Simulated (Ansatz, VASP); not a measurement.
## Two plane-wave programs on TaN

INCAR

```
PREC = Accurate
ENCUT = 520
EDIFF = 1E-7
ISMEAR = 0
SIGMA = 0.15
LREAL = False
LASPH = True
NELM = 100
ALGO = Normal
ISIF = 2
LWAVE = False
LCHARG = False
GGA = PS
NBANDS = 24
```

Contents of KPOINTS:

```
Automatic mesh
0
Gamma
  18 18 10
```

Contents of POSCAR:

```
TaN
1.0
    3.0957511069      0.0000000000      0.0000000000
   -1.5478755535      2.6809991023      0.0000000000
    0.0000000000      0.0000000000      4.9400000000
Ta N
2 2
Direct
    0.3333333333      0.6666666667      0.0000000000
    0.6666666667      0.3333333333      0.5000000000
    0.3333333333      0.6666666667      0.3850000000
    0.6666666667      0.3333333333      0.8850000000
```

Input for Ansatz:

```yaml
crystal:
  lattice:
    - [3.0957511069, 0.0, 0.0]
    - [-1.5478755535, 2.6809991023, 0.0]
    - [0.0, 0.0, 4.94]
  atoms:
    - { symbol: Ta, position: [0.3333333333, 0.6666666667, 0.0] }
    - { symbol: Ta, position: [0.6666666667, 0.3333333333, 0.5] }
    - { symbol: "N", position: [0.3333333333, 0.6666666667, 0.385] }
    - { symbol: "N", position: [0.6666666667, 0.3333333333, 0.885] }
basis:
  ecutwfc: 420
kpoints:
  mp_grid: { grid: [18, 18, 10] }
hamiltonian:
  xc: pbesol
scf:
  occupations: { method: gaussian, width: 0.15 }
output:
  forces: true
  stress: true
  eigenvalues: true
```

Change from the starting cell: strain +0.015 along x and y, +0.000 along z, atoms carried along.

Alike in both runs: task single point; functional PBEsol; k mesh 18 × 18 × 10; occupations gaussian, width 0.15 eV; no spin polarisation.

```csv
,VASP,Ansatz
version,VASP 6.6.1,Ansatz 0.2.0
potentials or method,"VASP PAW PBE potentials, release 64 (Ta_pv, N), cutoff 520 eV","scalar-relativistic, plane waves, PAW"
valence electrons in the cell,32,36
```

```tsv
	VASP	Ansatz	Ansatz less VASP
gap on the k mesh at the Fermi level (eV)	none	none	-
pressure (GPa)	108.1	105.2	-2.93
traceless stress, the component that is largest in VASP (GPa)	-10.11	-9.92	+0.190
rms of the force components (eV/Å)	0.884	0.873	-0.0108
```

VASP's potentials were made for PBE, not for PBEsol. Atom by atom the forces differ by 0.011 eV/Å (rms over components). A gap of «none» marks a metal or a gap that the smearing closes. Both programs put the cell under a high pressure, so it lies far from rest at this level. The functional is the same, so the differences come from potentials, cutoffs and numerics. VASP's potentials hold 32 valence electrons a cell and Ansatz's 36, so a difference there can come from the potentials and not from the codes.

Spin-orbit coupling is off throughout. Noted on VASP's run: the cell as given lies far from equilibrium.
